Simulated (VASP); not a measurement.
# InP (F-43m) in VASP: a series of runs

The runs below take InP through single point, with HSE06.

All numbers are computed with VASP 6.6.1; they aren't measurements. Logs are shortened: lines on timing, memory, paths and dates and some standing lists are left out, and cuts for length are marked.

### Step 1. The cell of the first run

The structure is cubic, space group F-43m (No. 216). Conventional cell: a = 5.741 Å, b = 5.741 Å, c = 5.741 Å, α = 90.00°, β = 90.00°, γ = 90.00°. In (site symmetry -43m) has 4 P at 2.49 Å within 3.3 Å. Within 3.3 Å of P (site symmetry -43m) lie 4 In at 2.49 Å.

### Step 2. Single point, HSE06

Input file POSCAR:

```
InP
1.0
    0.0000000000      2.8706770916      2.8706770916
    2.8706770916      0.0000000000      2.8706770916
    2.8706770916      2.8706770916      0.0000000000
In P
1 1
Direct
    0.0000000000      0.0000000000      0.0000000000
    0.7500000000      0.7500000000      0.7500000000
```

Input file INCAR.step1:

```
ALGO     = Normal         # electronic algorithm
EDIFF    = 1E-5           # SCF threshold, eV
ENCUT    = 520            # plane-wave cutoff, eV
GGA      = PE             # functional
ISIF     = 2              # what is computed and relaxed
ISMEAR   = -1             # smearing method
LASPH    = True           # aspherical terms in the spheres
LCHARG   = False          # write CHGCAR
LREAL    = False          # projectors in reciprocal space
LWAVE    = True           # write WAVECAR
NBANDS   = 16             # bands
NELM     = 80             # most SCF steps
PREC     = Accurate       # precision mode
SIGMA    = 0.05           # smearing width, eV
```

Input file INCAR.step2:

```
ALGO     = Normal         # electronic algorithm
EDIFF    = 1E-6           # SCF threshold, eV
ENCUT    = 520            # plane-wave cutoff, eV
GGA      = PE             # functional
HFSCREEN = 0.2079         # screening, 1/A
ISIF     = 2              # what is computed and relaxed
ISMEAR   = -1             # smearing method
ISTART   = 1            
LASPH    = True           # aspherical terms in the spheres
LCHARG   = False          # write CHGCAR
LHFCALC  = True           # exact exchange
LREAL    = False          # projectors in reciprocal space
LWAVE    = False          # write WAVECAR
NBANDS   = 16             # bands
NELM     = 80             # most SCF steps
PREC     = Accurate       # precision mode
PRECFOCK = Normal       
SIGMA    = 0.05           # smearing width, eV
```

Input file KPOINTS:

```
k-points
0
Gamma
  4 4 4
```

Potentials or basis: VASP PAW PBE potentials, release 64 (In_d, P).

Run with:

```sh
> cat potpaw_PBE.64/In_d/POTCAR potpaw_PBE.64/P/POTCAR > POTCAR
> cp INCAR.step1 INCAR
> mpirun -np 1 vasp_std > vasp.out
> cp INCAR.step2 INCAR
> mpirun -np 1 vasp_std > vasp.out
```

OUTCAR:

```text
EDIFF = 1E-6
   ENCUT = 520
   GGA = PE
   HFSCREEN = 0.2079
   ISIF = 2
   ISMEAR = -1
   ISTART = 1
   LASPH = True
   LHFCALC = True
   LREAL = False
   NELM = 80
   PREC = Accurate
   PRECFOCK = Normal

 ion  position               nearest neighbor table
   1  0.000  0.000  0.000-   2 2.49   2 2.49   2 2.49   2 2.49
   2  0.750  0.750  0.750-   1 2.49   1 2.49   1 2.49   1 2.49

  LATTYP: Found a face centered cubic cell.
 ALAT       =     5.7413541832

  Lattice vectors:

 A1 = (   0.0000000000,   2.8706770916,   2.8706770916)
 A2 = (   2.8706770916,   0.0000000000,   2.8706770916)
 A3 = (   2.8706770916,   2.8706770916,   0.0000000000)

Analysis of symmetry for initial positions (statically):
=====================================================================
 Subroutine PRICEL returns:
 Original cell was already a primitive cell.

 Routine SETGRP: Setting up the symmetry group for a
 face centered cubic supercell.

 Subroutine GETGRP returns: Found 24 space group operations
 (whereof 24 operations were pure point group operations)
 out of a pool of 48 trial point group operations.

The static configuration has the point symmetry T_d .

Analysis of symmetry for dynamics (positions and initial velocities):
=====================================================================
 Subroutine PRICEL returns:
 Original cell was already a primitive cell.

 Routine SETGRP: Setting up the symmetry group for a
 face centered cubic supercell.

 Subroutine GETGRP returns: Found 24 space group operations
 (whereof 24 operations were pure point group operations)
 out of a pool of 48 trial point group operations.

The dynamic configuration has the point symmetry T_d .

 Subroutine INISYM returns: Found 24 space group operations
 (whereof 24 operations are pure point group operations),
 and found     1 'primitive' translations

----------------------------------------------------------------------------------------

                                     Primitive cell

  volume of cell :      47.3133

  direct lattice vectors                    reciprocal lattice vectors
     0.000000000  2.870677092  2.870677092    -0.174174936  0.174174936  0.174174936
     2.870677092  0.000000000  2.870677092     0.174174936 -0.174174936  0.174174936
     2.870677092  2.870677092  0.000000000     0.174174936  0.174174936 -0.174174936

  length of vectors
     4.059750476  4.059750476  4.059750476     0.301679839  0.301679839  0.301679839

  position of ions in fractional coordinates (direct lattice)
     0.000000000  0.000000000  0.000000000
     0.750000000  0.750000000  0.750000000

  ion indices of the primitive-cell ions
   primitive index   ion index
                 1           1
                 2           2

----------------------------------------------------------------------------------------

 KPOINTS: k-points

Automatic generation of k-mesh.
 Grid dimensions read from file:
 generate k-points for:    4    4    4

 Generating k-lattice:

  Cartesian coordinates                     Fractional coordinates (reciprocal lattice)
    -0.043543734  0.043543734  0.043543734     0.250000000  0.000000000  0.000000000
     0.043543734 -0.043543734  0.043543734     0.000000000  0.250000000  0.000000000
     0.043543734  0.043543734 -0.043543734     0.000000000  0.000000000  0.250000000

  Length of vectors
     0.075419960  0.075419960  0.075419960

  Shift w.r.t. Gamma in fractional coordinates (k-lattice)
     0.000000000  0.000000000  0.000000000

 Subroutine IBZKPT returns following result:
 ===========================================

 Found      8 irreducible k-points:

 Following reciprocal coordinates:
            Coordinates               Weight
  0.000000  0.000000  0.000000      1.000000
  0.250000  0.000000  0.000000      8.000000
  0.500000  0.000000  0.000000      4.000000
  0.250000  0.250000  0.000000      6.000000
  0.500000  0.250000  0.000000     24.000000
 -0.250000  0.250000  0.000000     12.000000
  0.500000  0.500000  0.000000      3.000000
[... 46 lines left out ...]
      2     -10.5400      2.00000
      3     -10.5400      2.00000
      4     -10.3448      2.00000
      5     -10.3448      2.00000
      6      -7.7154      2.00000
[... 8 lines left out ...]
     15      16.1022      0.00000
     16      16.1022      0.00000

 k-point     2 :       0.2500    0.0000    0.0000
  band No.  band energies     occupation
      1     -10.6166      2.00000
      2     -10.5108      2.00000
      3     -10.5108      2.00000
      4     -10.3421      2.00000
      5     -10.3421      2.00000
      6      -6.9034      2.00000
[... 8 lines left out ...]
     15      15.1136      0.00000
     16      15.7076      0.00000

 k-point     3 :       0.5000    0.0000    0.0000
  band No.  band energies     occupation
      1     -10.6852      2.00000
      2     -10.4908      2.00000
      3     -10.4908      2.00000
      4     -10.3292      2.00000
      5     -10.3292      2.00000
      6      -5.6117      2.00000
[... 8 lines left out ...]
     15      17.4941      0.00000
     16      17.4941      0.00000

 k-point     4 :       0.2500    0.2500    0.0000
  band No.  band energies     occupation
      1     -10.6648      2.00000
      2     -10.4761      2.00000
      3     -10.4761      2.00000
      4     -10.3749      2.00000
      5     -10.3239      2.00000
      6      -6.6389      2.00000
[... 8 lines left out ...]
     15      16.6784      0.00000
     16      19.2479      0.00000

 k-point     5 :       0.5000    0.2500    0.0000
  band No.  band energies     occupation
      1     -10.7127      2.00000
      2     -10.4618      2.00000
      3     -10.4466      2.00000
      4     -10.3713      2.00000
      5     -10.3198      2.00000
      6      -5.3077      2.00000
[... 8 lines left out ...]
     15      17.6397      0.00000
     16      19.0136      0.00000

 k-point     6 :      -0.2500    0.2500    0.0000
  band No.  band energies     occupation
      1     -10.6784      2.00000
      2     -10.4816      2.00000
      3     -10.4731      2.00000
      4     -10.3471      2.00000
      5     -10.3398      2.00000
      6      -5.7885      2.00000
[... 8 lines left out ...]
     15      17.3894      0.00000
     16      18.8153      0.00000

 k-point     7 :       0.5000    0.5000    0.0000
  band No.  band energies     occupation
      1     -10.7636      2.00000
      2     -10.4112      2.00000
      3     -10.4086      2.00000
      4     -10.4086      2.00000
      5     -10.3028      2.00000
      6      -4.8198      2.00000
[... 8 lines left out ...]
     15      17.5197      0.00000
     16      18.7244      0.00000

 k-point     8 :      -0.2500    0.5000    0.2500
  band No.  band energies     occupation
      1     -10.7238      2.00000
      2     -10.4631      2.00000
      3     -10.4202      2.00000
      4     -10.3715      2.00000
      5     -10.3277      2.00000
      6      -4.7130      2.00000
[... 8 lines left out ...]
     15      18.3307      0.00000
     16      19.0098      0.00000

------------------------ aborting loop because EDIFF is reached ----------------------------------------

  FORCE on cell =-STRESS in cart. coord.  units (eV):
  Direction    XX          YY          ZZ          XY          YZ          ZX
  --------------------------------------------------------------------------------------
  -------------------------------------------------------------------------------------
  Total        2.0597922      2.0597922      2.0597922      0.0000000      0.0000000      0.0000000
  in kB       69.7510833     69.7510833     69.7510833      0.0000000      0.0000000      0.0000000
  external PRESSURE =      69.7510833 kB  Pullay stress =       0.0000000 kB

 VOLUME and BASIS-vectors are now :
 -----------------------------------------------------------------------------
  energy-cutoff  :      520.00
  volume of cell :       47.31
      direct lattice vectors                 reciprocal lattice vectors
     0.000000000  2.870677092  2.870677092    -0.174174936  0.174174936  0.174174936
     2.870677092  0.000000000  2.870677092     0.174174936 -0.174174936  0.174174936
     2.870677092  2.870677092  0.000000000     0.174174936  0.174174936 -0.174174936

 POSITION                                       TOTAL-FORCE (eV/Angst)
 -----------------------------------------------------------------------------------
      0.00000      0.00000      0.00000         0.000000      0.000000      0.000000
      4.30602      4.30602      4.30602        -0.000000     -0.000000     -0.000000
 -----------------------------------------------------------------------------------
    total drift:                               -0.000104     -0.000124     -0.000066

  FREE ENERGIE OF THE ION-ELECTRON SYSTEM (eV)
  ---------------------------------------------------
  free  energy   TOTEN  =        -9.8154994280 eV

  energy  without entropy=       -9.8154994274  energy(sigma->0) =       -9.81549943
```

Run time: 4.7 min. Hardware: 1 thread of Intel Xeon 6975P-C (Granite Rapids), shared host; peak memory 0.26 GiB.

What came out:

| Item | Value |
| --- | --- |
| Free energy | -9.8155 eV |
| Pressure | 7.0 GPa |
| Band gap on the k mesh | 1.91 eV |

Levels at points of the mesh, in eV from the valence-band top:
| k point | band 6 | band 7 | band 8 | band 9 | band 10 | band 11 | band 12 | band 13 |
| --- | --- | --- | --- | --- | --- | --- | --- | --- |
| (0.00, 0.00, 0.00) | -13.20 | 0.00 | 0.00 | 0.00 | 1.91 | 4.92 | 4.92 | 4.92 |
| (0.50, 0.00, 0.00) | -11.09 | -6.62 | -1.16 | -1.16 | 2.45 | 5.66 | 5.66 | 8.15 |
| (0.50, 0.50, 0.00) | -10.30 | -6.54 | -2.77 | -2.77 | 2.26 | 2.99 | 10.89 | 11.36 |

Caveat: the k points lie up to 0.47 Å⁻¹ apart; the PAW data sets were made with another functional, which shifts forces and pressure a little; spin-orbit coupling is left out, which moves the levels of the heavy elements.

### Step 3. Single point, HSE06

This run uses another cell than the first one, of 24.16 Å³/atom.

Input file POSCAR:

```
InP
1.0
    0.0000000000      2.8908937935      2.8908937935
    2.8908937935      0.0000000000      2.8908937935
    2.8908937935      2.8908937935      0.0000000000
In P
1 1
Direct
    0.0000000000      0.0000000000      0.0000000000
    0.7500000000      0.7500000000      0.7500000000
```

Input file INCAR.step1:

```
ALGO = Normal
EDIFF = 1E-5
ENCUT = 520
GGA = PE
ISIF = 2
ISMEAR = -1
LASPH = T
LCHARG = F
LREAL = F
LWAVE = T
NBANDS = 16
NELM = 60
PREC = Accurate
SIGMA = 0.05
```

Input file INCAR.step2:

```
ALGO = Normal
EDIFF = 1E-6
ENCUT = 520
GGA = PE
HFSCREEN = 0.2079
ISIF = 2
ISMEAR = -1
ISTART = 1
LASPH = T
LCHARG = F
LHFCALC = T
LREAL = F
LWAVE = F
NBANDS = 16
NELM = 60
PREC = Accurate
PRECFOCK = Normal
SIGMA = 0.05
```

KPOINTS is that of step 2.

Potentials or basis: VASP PAW PBE potentials, release 64 (In_d, P).

Run with:

```sh
> cat potpaw_PBE.64/In_d/POTCAR potpaw_PBE.64/P/POTCAR > POTCAR
> cp INCAR.step1 INCAR
> mpirun -np 1 vasp_std > vasp.out
> cp INCAR.step2 INCAR
> mpirun -np 1 vasp_std > vasp.out
```

Run time: 3.9 min. Hardware: 1 thread of Intel Xeon 6975P-C (Granite Rapids), shared host; peak memory 0.27 GiB.

Results (log left out):

* Free energy: -9.8537 eV
* Pressure: 4.9 GPa
* Band gap on the k mesh: 1.78 eV

Levels at points of the mesh, in eV from the valence-band top:
```
           k point  band 6  band 7  band 8  band 9  band 10  band 11  band 12  band 13
(0.00, 0.00, 0.00)  -13.03    0.00    0.00    0.00     1.78     4.92     4.92     4.92
(0.50, 0.00, 0.00)  -11.01   -6.48   -1.13   -1.13     2.39     5.66     5.66     8.12
(0.50, 0.50, 0.00)  -10.24   -6.43   -2.69   -2.69     2.30     3.00    10.74    11.21
```

Caveat: the k points lie up to 0.47 Å⁻¹ apart; the PAW data sets were made with another functional, which shifts forces and pressure a little; spin-orbit coupling is left out, which moves the levels of the heavy elements.

### Step 4. Single point, HSE06

This run uses another cell than the first one, of 24.66 Å³/atom.

Input file POSCAR:

```
InP
1.0
    0.0000000000      2.9108316221      2.9108316221
    2.9108316221      0.0000000000      2.9108316221
    2.9108316221      2.9108316221      0.0000000000
In P
1 1
Direct
    0.0000000000      0.0000000000      0.0000000000
    0.7500000000      0.7500000000      0.7500000000
```

Input file INCAR.step1:

```
SYSTEM = InP
ALGO     = Normal         ! electronic algorithm
EDIFF    = 1E-5           ! SCF threshold, eV
ENCUT    = 520            ! plane-wave cutoff, eV
GGA      = PE             ! functional
ISIF     = 2              ! what is computed and relaxed
ISMEAR   = -1             ! smearing method
LASPH    = .True.         ! aspherical terms in the spheres
LCHARG   = .False.        ! write CHGCAR
LREAL    = .False.        ! projectors in reciprocal space
LWAVE    = .True.         ! write WAVECAR
NBANDS   = 16             ! bands
NELM     = 60             ! most SCF steps
PREC     = Accurate       ! precision mode
SIGMA    = 0.05           ! smearing width, eV
```

Input file INCAR.step2:

```
SYSTEM = InP
ALGO     = Normal         ! electronic algorithm
EDIFF    = 1E-6           ! SCF threshold, eV
ENCUT    = 520            ! plane-wave cutoff, eV
GGA      = PE             ! functional
HFSCREEN = 0.2079         ! screening, 1/A
ISIF     = 2              ! what is computed and relaxed
ISMEAR   = -1             ! smearing method
ISTART   = 1            
LASPH    = .True.         ! aspherical terms in the spheres
LCHARG   = .False.        ! write CHGCAR
LHFCALC  = .True.         ! exact exchange
LREAL    = .False.        ! projectors in reciprocal space
LWAVE    = .False.        ! write WAVECAR
NBANDS   = 16             ! bands
NELM     = 60             ! most SCF steps
PREC     = Accurate       ! precision mode
PRECFOCK = Normal       
SIGMA    = 0.05           ! smearing width, eV
```

Input file KPOINTS:

```
k-points
0
Gamma
  4 4 4
  0 0 0
```

Run with:

```sh
> cat potpaw_PBE.64/In_d/POTCAR potpaw_PBE.64/P/POTCAR > POTCAR
> cp INCAR.step1 INCAR
> mpirun -np 1 vasp_std > vasp.out
> cp INCAR.step2 INCAR
> mpirun -np 1 vasp_std > vasp.out
```

It took 3.9 min on 1 thread of Intel Xeon 6975P-C (Granite Rapids), shared host; peak memory 0.28 GiB.

It converged, with:

- Free energy: -9.8799 eV
- Pressure: 3.2 GPa
- Band gap on the k mesh: 1.66 eV

Levels at points of the mesh, in eV from the valence-band top:
```tsv
k point	band 5	band 6	band 7	band 8	band 9	band 10	band 11	band 12	band 13	band 14
(0.00, 0.00, 0.00)	-15.76	-12.87	0.00	0.00	0.00	1.66	4.92	4.92	4.92	9.71
(0.50, 0.00, 0.00)	-15.75	-10.93	-6.36	-1.09	-1.09	2.34	5.66	5.66	8.08	10.71
(0.50, 0.50, 0.00)	-15.73	-10.18	-6.33	-2.61	-2.61	2.34	3.00	10.59	11.06	11.06
```

Caveat: the k points lie up to 0.47 Å⁻¹ apart; the PAW data sets were made with another functional, which shifts forces and pressure a little; spin-orbit coupling is left out, which moves the levels of the heavy elements.

### Step 5. Single point, HSE06

This run uses another cell than the first one, of 25.17 Å³/atom.

Input file POSCAR:

```
InP
1.0
    0.0000000000      2.9305000000      2.9305000000
    2.9305000000      0.0000000000      2.9305000000
    2.9305000000      2.9305000000      0.0000000000
In P
1 1
Direct
    0.0000000000      0.0000000000      0.0000000000
    0.7500000000      0.7500000000      0.7500000000
```

Input file INCAR.step1:

```
  PREC = Accurate
  ENCUT = 520
  EDIFF = 1E-5
  ISMEAR = -1
  SIGMA = 0.05
  LREAL = F
  LASPH = T
  NELM = 80
  ALGO = Normal
  ISIF = 2
  LWAVE = T
  LCHARG = F
  NBANDS = 16
  GGA = PE
```

Input file INCAR.step2:

```
  PREC = Accurate
  ENCUT = 520
  EDIFF = 1E-6
  ISMEAR = -1
  SIGMA = 0.05
  LREAL = F
  LASPH = T
  NELM = 80
  ALGO = Normal
  ISIF = 2
  LWAVE = F
  LCHARG = F
  GGA = PE
  LHFCALC = T
  HFSCREEN = 0.2079
  PRECFOCK = Normal
  NBANDS = 16
  ISTART = 1
```

Input file KPOINTS:

```
regular mesh
0
Gamma
  4 4 4
```

Run with:

```sh
> cat potpaw_PBE.64/In_d/POTCAR potpaw_PBE.64/P/POTCAR > POTCAR
> cp INCAR.step1 INCAR
> mpirun -np 1 vasp_std > vasp.out
> cp INCAR.step2 INCAR
> mpirun -np 1 vasp_std > vasp.out
```

Wall time 4.5 min (1 thread of Intel Xeon 6975P-C (Granite Rapids), shared host); peak memory 0.27 GiB.

The run converged. Its results:

- Free energy: -9.8954 eV
- Pressure: 1.5 GPa
- Band gap on the k mesh: 1.53 eV

Levels at points of the mesh, in eV from the valence-band top:
```csv
k point,band 5,band 6,band 7,band 8,band 9,band 10,band 11,band 12,band 13,band 14
"(0.00, 0.00, 0.00)",-15.74,-12.72,0.00,0.00,0.00,1.53,4.92,4.92,4.92,9.60
"(0.50, 0.00, 0.00)",-15.73,-10.85,-6.24,-1.06,-1.06,2.28,5.65,5.65,8.04,10.60
"(0.50, 0.50, 0.00)",-15.71,-10.13,-6.24,-2.54,-2.54,2.37,3.00,10.44,10.91,10.91
```

Caveat: the k points lie up to 0.46 Å⁻¹ apart; the PAW data sets were made with another functional, which shifts forces and pressure a little; spin-orbit coupling is left out, which moves the levels of the heavy elements.

### Step 6. Summary

| cell | gap on the mesh (eV) | pressure (GPa) |
| --- | --- | --- |
| a = 4.060 Å, angles 60.0°, 2 atoms | 1.91 | 7.0 |
| a = 4.088 Å, angles 60.0°, 2 atoms | 1.78 | 4.9 |
| a = 4.117 Å, angles 60.0°, 2 atoms | 1.66 | 3.2 |
| a = 4.144 Å, angles 60.0°, 2 atoms | 1.53 | 1.5 |

Alike in all rows: task single point; level HSE06; potentials or basis VASP PAW PBE potentials, release 64 (In_d, P); no spin polarisation; k mesh 4 × 4 × 4; cutoff (eV) 520; smearing fermi-dirac 0.05 eV.

Caveats: all runs use coarse meshes; the PAW data sets were made with another functional, which shifts forces and pressure a little; spin-orbit coupling is left out, which moves the levels of the heavy elements.

Absolute energies hang on the potentials; compare differences alone.
